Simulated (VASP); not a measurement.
# NaCl (I4_1md) in VASP: further runs

The runs below take NaCl through single point, relaxation of cell and atoms, with PBE.

Program: VASP 6.6.1. These are calculated values, not measurements. Logs are shortened: lines on timing, memory, paths and dates and some standing lists are left out, and cuts for length are marked.

### Step 1. The cell of the first run

It takes space group I4_1md (No. 109, tetragonal). The conventional cell has a = 3.807 Å, b = 3.807 Å, c = 14.194 Å, α = 90.00°, β = 90.00°, γ = 90.00°. Na (site symmetry 2mm) has 6 Cl at 2.94 to 3.03 Å and 8 Na at 3.81 to 4.03 Å within 4.1 Å. Within 4.1 Å of Cl (site symmetry 2mm) lie 6 Na at 2.94 to 3.03 Å and 8 Cl at 3.81 to 4.03 Å.

### Step 2. Single point, PBE (25.72 Å³/atom)

INCAR

```
  ALGO = Normal
  EDIFF = 1E-6
  ENCUT = 500
  GGA = PE
  GGA_COMPAT = False
  ISIF = 2
  ISMEAR = 0
  LASPH = True
  LCHARG = True
  LELF = True
  LREAL = False
  LVHAR = True
  LWAVE = False
  NBANDS = 22
  NELM = 120
  PREC = Accurate
  SIGMA = 0.02
```

KPOINTS

```
k-points
0
Gamma
  10 10 10
```

POSCAR

```
NaCl
1.0
   -1.9036798854      1.9036798854      7.0972383035
    1.9036798854     -1.9036798854      7.0972383035
    1.9036798854      1.9036798854     -7.0972383035
Na Cl
2 2
Direct
    0.2920071214      0.2920071214      0.0000000000
    0.0420071214      0.5420071214      0.5000000000
    0.7079928786      0.7079928786      0.0000000000
    0.4579928786      0.9579928786      0.5000000000
```

Potentials or basis: VASP PAW PBE potentials, release 64 (Na_pv, Cl).

On the command line:

```console
$ cat potpaw_PBE.64/Na_pv/POTCAR potpaw_PBE.64/Cl/POTCAR > POTCAR
$ mpirun -np 1 vasp_std > vasp.out
```

OUTCAR:

```text
EDIFF = 1E-6
   ENCUT = 500
   GGA = PE
   ISIF = 2
   ISMEAR = 0
   LASPH = True
   LREAL = False
   NELM = 120
   PREC = Accurate

 ion  position               nearest neighbor table
   1  0.292  0.292  0.000-
   2  0.042  0.542  0.500-
   3  0.708  0.708  0.000-
   4  0.458  0.958  0.500-

  LATTYP: Found a body centered tetragonal cell.
 ALAT       =     3.8073597708
 C/A-ratio  =     3.7281679330

  Lattice vectors:

 A1 = (  -1.9036798854,   1.9036798854,   7.0972383035)
 A2 = (   1.9036798854,  -1.9036798854,   7.0972383035)
 A3 = (   1.9036798854,   1.9036798854,  -7.0972383035)

Analysis of symmetry for initial positions (statically):
=====================================================================
 Subroutine PRICEL returns:
 Original cell was already a primitive cell.

 Routine SETGRP: Setting up the symmetry group for a
 body centered tetragonal supercell.

 Subroutine GETGRP returns: Found  8 space group operations
 (whereof  4 operations were pure point group operations)
 out of a pool of 16 trial point group operations.

The static configuration has the point symmetry C_2v.
 The point group associated with its full space group is C_4v.

Analysis of symmetry for dynamics (positions and initial velocities):
=====================================================================
 Subroutine PRICEL returns:
 Original cell was already a primitive cell.

 Routine SETGRP: Setting up the symmetry group for a
 body centered tetragonal supercell.

 Subroutine GETGRP returns: Found  8 space group operations
 (whereof  4 operations were pure point group operations)
 out of a pool of 16 trial point group operations.

The dynamic configuration has the point symmetry C_2v.
 The point group associated with its full space group is C_4v.

 Subroutine INISYM returns: Found  8 space group operations
 (whereof  4 operations are pure point group operations),
 and found     1 'primitive' translations

----------------------------------------------------------------------------------------

                                     Primitive cell

  volume of cell :     102.8815

  direct lattice vectors                    reciprocal lattice vectors
    -1.903679885  1.903679885  7.097238304     0.000000000  0.262649201  0.070449938
     1.903679885 -1.903679885  7.097238304     0.262649201  0.000000000  0.070449938
     1.903679885  1.903679885 -7.097238304     0.262649201  0.262649201  0.000000000

  length of vectors
     7.590703903  7.590703903  7.590703903     0.271933441  0.271933441  0.371442062

  position of ions in fractional coordinates (direct lattice)
     0.292007121  0.292007121  0.000000000
     0.042007121  0.542007121  0.500000000
     0.707992879  0.707992879  0.000000000
     0.457992879  0.957992879  0.500000000

  ion indices of the primitive-cell ions
   primitive index   ion index
                 1           1
                 2           2
                 3           3
                 4           4

----------------------------------------------------------------------------------------

 KPOINTS: k-points

Automatic generation of k-mesh.
 Grid dimensions read from file:
 generate k-points for:   10   10   10

 Generating k-lattice:

  Cartesian coordinates                     Fractional coordinates (reciprocal lattice)
     0.000000000  0.026264920  0.007044994     0.100000000 -0.000000000  0.000000000
     0.026264920  0.000000000  0.007044994    -0.000000000  0.100000000  0.000000000
     0.026264920  0.026264920  0.000000000     0.000000000  0.000000000  0.100000000

  Length of vectors
     0.027193344  0.027193344  0.037144206

  Shift w.r.t. Gamma in fractional coordinates (k-lattice)
     0.000000000  0.000000000  0.000000000

 Subroutine IBZKPT returns following result:
 ===========================================

 Found    102 irreducible k-points:

 Following reciprocal coordinates:
            Coordinates               Weight
  0.000000  0.000000  0.000000      1.000000
  0.100000 -0.000000  0.000000      8.000000
  0.200000 -0.000000  0.000000      8.000000
  0.300000  0.000000  0.000000      8.000000
  0.400000  0.000000  0.000000      8.000000
  0.500000  0.000000 -0.000000      4.000000
[... 16 lines left out ...]
  0.300000  0.300000  0.000000      8.000000
  0.400000  0.300000  0.000000     16.000000
 [... further k-points ...]
   k-points           NKPTS =    102   k-points in BZ     NKDIM =    102   number of bands    NBANDS=     22
   number of dos      NEDOS =    301   number of ions     NIONS =      4
   total plane-waves  NPLWV = 175616
   dimension x,y,z NGX =    56 NGY =   56 NGZ =   56
   dimension x,y,z NGXF=   112 NGYF=  112 NGZF=  112
   ions per type =               2   2
   NGX,Y,Z   is equivalent  to a cutoff of  12.26, 12.26, 12.26 a.u.
   NGXF,Y,Z  is equivalent  to a cutoff of  24.53, 24.53, 24.53 a.u.
 SYSTEM =  unknown system
   PREC   = accura    normal or accurate (medium, high low for compatibility)
   ISTART =      0    job   : 0-new  1-cont  2-samecut
   ICHARG =      2    charge: 1-file 2-atom 10-const
   ISPIN  =      1    spin polarized calculation?
   LNONCOLLINEAR =      F non collinear calculations
   LSORBIT =      F    spin-orbit coupling
   LASPH  =      T    aspherical Exc in radial PAW
   ENCUT  =  500.0 eV  36.75 Ry    6.06 a.u.  13.84 13.84 13.84*2*pi/ulx,y,z
   NELM   =    120;   NELMIN=  2; NELMDL= -5     # of ELM steps
   EDIFF  = 0.1E-05   stopping-criterion for ELM
   LREAL  =      F    real-space projection
   EDIFFG = 0.1E-04   stopping-criterion for IOM
   NSW    =      0    number of steps for IOM
   IBRION =     -1    ionic relax: 0-MD 1-quasi-New 2-CG
   NFREE  =      0    steps in history (QN), initial steepest desc. (CG)
   ISIF   =      2    stress and relaxation
   ISYM   =      2    0-nonsym 1-usesym 2-fastsym
   POTIM  = 0.5000    time-step for ionic-motion
   TEBEG  =    0.0;   TEEND  =   0.0 temperature during run
   PSTRESS=    0.0 pullay stress
   NELECT =      28.0000    total number of electrons
   NUPDOWN=      -1.0000    fix difference up-down
   EMIN   =  10.00;   EMAX   =-10.00  energy-range for DOS
   EFERMI =   0.00;   METHOD = LEGACY
   ISMEAR =     0;   SIGMA  =   0.02  broadening in eV -4-tet -1-fermi 0-gaus
   EFERMI_NEDOS =   21; number of points for ismear=-14 and -15
   IALGO  =     38    algorithm
   IMIX   =      4    mixing-type and parameters
     AMIX     =   0.40;   BMIX     =  1.00
     AMIX_MAG =   1.60;   BMIX_MAG =  1.00
  volume/ion in A,a.u.               =      25.72       173.57
  Fermi-wavevector in a.u.,A,eV,Ry     =   1.060918  2.004844 15.313993  1.125547
  Thomas-Fermi vector in A             =   2.196316
   LORBIT       =      0    0 simple, 1 ext, 2 COOP (PROOUT), +10 PAW based schemes
   GGA     = PE    functional components
   LHFCALC =     F    Hartree Fock is set to
   AEXX    =    0.0000 exact exchange contribution
   IVDW    =     0    specifies the selected vdW correction
   LEPSILON=     F    determine dielectric tensor
   LRPA    =     F    only Hartree local field effects (RPA)
 non-spin polarized calculation
 Gauss-broadening in eV      SIGMA  =   0.02
  energy-cutoff  :      500.00
  volume of cell :      102.88
 maximum number of plane-waves:      2634
   NGX = 27   NGY = 27   NGZ = 27

 number of electron      28.0000004 magnetization

 Free energy of the ion-electron system (eV)
  ---------------------------------------------------
  ext. energy  EPLUGINS =         0.00000000
  ---------------------------------------------------
  free energy    TOTEN  =       -13.17471638 eV

  energy without entropy =      -13.17471638  energy(sigma->0) =      -13.17471638

 E-fermi :  -0.9174     XC(G=0):  -7.5736

 val. band max:       -1.0945942384   @ k =  -0.2000   0.3000   0.2000
 cond. band min:       3.0624457850   @ k =   0.0000   0.0000   0.0000
 fundamental gap:      4.1570400234
 Fermi energy:        -0.9174027768

 k-point     1 :       0.0000    0.0000    0.0000
  band No.  band energies     occupation
      1     -22.7038      2.00000
      2     -22.6893      2.00000
      3     -22.6893      2.00000
      4     -22.6885      2.00000
      5     -22.6618      2.00000
      6     -22.6618      2.00000
[... 14 lines left out ...]
     21      11.3497      0.00000
     22      11.3503      0.00000

 k-point     2 :       0.1000   -0.0000    0.0000
  band No.  band energies     occupation
      1     -22.7032      2.00000
      2     -22.6911      2.00000
      3     -22.6891      2.00000
      4     -22.6885      2.00000
      5     -22.6635      2.00000
      6     -22.6616      2.00000
[... 14 lines left out ...]
     21      10.6772      0.00000
     22      11.2531      0.00000

 k-point     3 :       0.2000   -0.0000    0.0000
  band No.  band energies     occupation
      1     -22.7017      2.00000
      2     -22.6954      2.00000
      3     -22.6888      2.00000
      4     -22.6887      2.00000
      5     -22.6680      2.00000
      6     -22.6612      2.00000
[... 14 lines left out ...]
     21      10.0183      0.00000
     22      11.1191      0.00000

 k-point     4 :       0.3000    0.0000    0.0000
  band No.  band energies     occupation
      1     -22.7011      2.00000
      2     -22.6994      2.00000
      3     -22.6894      2.00000
      4     -22.6882      2.00000
      5     -22.6734      2.00000
      6     -22.6607      2.00000
[... 14 lines left out ...]
     21      10.1133      0.00000
     22      10.8628      0.00000

 k-point     5 :       0.4000    0.0000    0.0000
  band No.  band energies     occupation
      1     -22.7052      2.00000
      2     -22.6978      2.00000
      3     -22.6901      2.00000
      4     -22.6878      2.00000
      5     -22.6776      2.00000
      6     -22.6602      2.00000
[... 14 lines left out ...]
     21      10.2121      0.00000
     22      10.5354      0.00000

 k-point     6 :       0.5000    0.0000   -0.0000
  band No.  band energies     occupation
      1     -22.7069      2.00000
      2     -22.6970      2.00000
      3     -22.6906      2.00000
      4     -22.6876      2.00000
      5     -22.6792      2.00000
      6     -22.6601      2.00000
[... 14 lines left out ...]
     21      10.2380      0.00000
     22      10.4052      0.00000

 k-point     7 :       0.1000    0.1000    0.0000
  band No.  band energies     occupation
      1     -22.7025      2.00000
      2     -22.6911      2.00000
      3     -22.6908      2.00000
      4     -22.6886      2.00000
      5     -22.6634      2.00000
      6     -22.6632      2.00000
[... 324 lines left out ...]
      6     -22.6658      2.00000
[... 14 lines left out ...]
     21       9.8997      0.00000
     22      10.3624      0.00000

 k-point    21 :      -0.3000    0.2000   -0.0000
  band No.  band energies     occupation
      1     -22.6998      2.00000
      2     -22.6986      2.00000
      3     -22.6939      2.00000
      4     -22.6888      2.00000
      5     -22.6724      2.00000
      6     -22.6664      2.00000
[... 14 lines left out ...]
     21       9.9481      0.00000
     22      10.1671      0.00000

 k-point    22 :      -0.2000    0.2000    0.0000
  band No.  band energies     occupation
      1     -22.7004      2.00000
      2     -22.6948      2.00000
      3     -22.6944      2.00000
      4     -22.6884      2.00000
      5     -22.6675      2.00000
      6     -22.6667      2.00000
[... 14 lines left out ...]
     21       9.5671      0.00000
     22      10.7641      0.00000

 k-point    23 :       0.3000    0.3000    0.0000
  band No.  band energies     occupation
      1     -22.6991      2.00000
      2     -22.6991      2.00000
      3     -22.6951      2.00000
      4     -22.6905      2.00000
      5     -22.6717      2.00000
      6     -22.6711      2.00000
[... 14 lines left out ...]
     21       9.8468      0.00000
     22      10.2546      0.00000

 k-point    24 :       0.4000    0.3000    0.0000
  band No.  band energies     occupation
      1     -22.7029      2.00000
      2     -22.6983      2.00000
      3     -22.6940      2.00000
      4     -22.6909      2.00000
      5     -22.6755      2.00000
      6     -22.6707      2.00000
[... 14 lines left out ...]
     21       9.9644      0.00000
     22      10.1775      0.00000

 [... further k-points ...]

------------------------ aborting loop because EDIFF is reached ----------------------------------------

  FORCE on cell =-STRESS in cart. coord.  units (eV):
  Direction    XX          YY          ZZ          XY          YZ          ZX
  --------------------------------------------------------------------------------------
  -------------------------------------------------------------------------------------
  Total       -1.1460261     -1.1460261     -1.1607342      0.0000000      0.0000000      0.0000000
  in kB      -17.8471094    -17.8471094    -18.0761583      0.0000000      0.0000000      0.0000000
  external PRESSURE =     -17.9234590 kB  Pullay stress =       0.0000000 kB

 VOLUME and BASIS-vectors are now :
 -----------------------------------------------------------------------------
  energy-cutoff  :      500.00
  volume of cell :      102.88
      direct lattice vectors                 reciprocal lattice vectors
    -1.903679885  1.903679885  7.097238304     0.000000000  0.262649201  0.070449938
     1.903679885 -1.903679885  7.097238304     0.262649201  0.000000000  0.070449938
     1.903679885  1.903679885 -7.097238304     0.262649201  0.262649201  0.000000000

 POSITION                                       TOTAL-FORCE (eV/Angst)
 -----------------------------------------------------------------------------------
      0.00000      0.00000      4.14489        -0.000000     -0.000000     -0.002043
      1.90368     -0.00000      0.59627         0.000000      0.000000     -0.002043
      0.00000      0.00000     10.04959        -0.000000     -0.000000      0.002043
      1.90368      0.00000      6.50097         0.000000      0.000000      0.002043
 -----------------------------------------------------------------------------------
    total drift:                                0.000001      0.000001      0.000521

  FREE ENERGIE OF THE ION-ELECTRON SYSTEM (eV)
  ---------------------------------------------------
  free  energy   TOTEN  =       -13.1747163796 eV

  energy  without entropy=      -13.1747163796  energy(sigma->0) =      -13.17471638
```

It took 18 min on 1 thread of Intel Xeon 8259CL, shared host; peak memory 0.51 GiB.

Results:

```
Free energy            : -13.1747 eV
Pressure               : -1.8 GPa
Band gap on the k mesh : 4.16 eV (least direct gap 4.32 eV)
```

Forces in eV/Å, atoms in the order of the input:
```
Na   0.000  0.000 -0.002
Na   0.000  0.000 -0.002
Cl   0.000  0.000  0.002
Cl   0.000  0.000  0.002
```

A k mesh can miss the band edges.

### Step 3. Relaxation of cell and atoms, PBE

This run uses another cell than the first one, of 23.25 Å³/atom.

INCAR

```
SYSTEM = NaCl
PREC = Accurate
ENCUT = 500
EDIFF = 1E-7
ISMEAR = 0
SIGMA = 0.02
LREAL = .False.
LASPH = .True.
NELM = 120
ALGO = Normal
ISIF = 3
LWAVE = .False.
LCHARG = .False.
GGA = PE
IBRION = 2
NSW = 100
EDIFFG = -0.01
GGA_COMPAT = .False.
NELMIN = 4
```

KPOINTS

```
Automatic mesh
0
Gamma
  8 8 8
  0 0 0
```

POSCAR

```
NaCl
1.0
   -1.8520576162      1.8520576162      6.7772962524
    1.8520576162     -1.8520576162      6.7772962524
    1.8520576162      1.8520576162     -6.7772962524
Na Cl
2 2
Direct
    0.2931731914      0.2931731914      0.0000000000
    0.0431731914      0.5431731914      0.5000000000
    0.7068268086      0.7068268086      0.0000000000
    0.4568268086      0.9568268086      0.5000000000
```

Potentials or basis: VASP PAW PBE potentials, release 64 (Na_pv, Cl).

On the command line:

```console
$ cat potpaw_PBE.64/Na_pv/POTCAR potpaw_PBE.64/Cl/POTCAR > POTCAR
$ mpirun -np 1 vasp_std > vasp.out
```

It took 19 min on 1 thread of Intel Xeon 8259CL, shared host; peak memory 0.42 GiB.

The run converged. Its results:

| Item | Value |
| --- | --- |
| Free energy | -13.2295 eV |
| Relaxed volume | 23.33 Å³/atom |
| Relaxed cell | a = 7.293 Å, b = 7.293 Å, c = 7.293 Å, α = 150.59°, β = 150.59°, γ = 42.08° |
| Space group after relaxing (to 0.1 Å) | I4_1md (No. 109) |
| Energy gained by relaxing | 0.1 meV/atom |
| Ionic steps | 3 |
| Pressure after relaxing | 0.0 GPa |
| Band gap on the k mesh | 4.45 eV (least direct gap 4.64 eV) |

Stress tensor (GPa, compression positive):
```
-0.04  0.00  0.00
 0.00 -0.04  0.00
 0.00  0.00  0.05
```

Step by step:
| step | energy change (eV) | largest force (eV/Å) | pressure (GPa) | volume (Å³) |
| --- | --- | --- | --- | --- |
| 1 | 0.0000 | 0.0000 | 0.06 | 92.99 |
| 2 | -0.0002 | 0.0006 | 0.03 | 93.11 |
| 3 | -0.0004 | 0.0017 | -0.01 | 93.31 |

Final structure:
```cif
data_structure
_symmetry_space_group_name_H-M 'P 1'
_symmetry_Int_Tables_number 1
_cell_length_a 7.2928
_cell_length_b 7.2928
_cell_length_c 7.2928
_cell_angle_alpha 150.589
_cell_angle_beta 150.589
_cell_angle_gamma 42.077
_cell_volume 93.31
loop_
_atom_site_label
_atom_site_type_symbol
_atom_site_fract_x
_atom_site_fract_y
_atom_site_fract_z
_atom_site_occupancy
Na1 Na 0.29317 0.29317 0.00000 1
Na2 Na 0.04317 0.54317 0.50000 1
Cl1 Cl 0.70683 0.70683 0.00000 1
Cl2 Cl 0.45683 0.95683 0.50000 1
```

Levels at points of the mesh, in eV from the valence-band top:
```csv
k point,band 12,band 13,band 14,band 15,band 16,band 17
"(0.00, 0.00, 0.00)",-0.24,-0.19,-0.19,4.45,6.99,8.80
"(0.50, 0.00, 0.00)",-0.48,-0.20,0.00,6.89,7.38,8.41
"(0.50, 0.50, 0.00)",-1.48,-0.58,-0.58,6.61,6.61,9.28
"(0.50, 0.50, 0.50)",-0.39,-0.12,-0.12,5.79,5.79,9.03
```

A k mesh can miss the band edges.
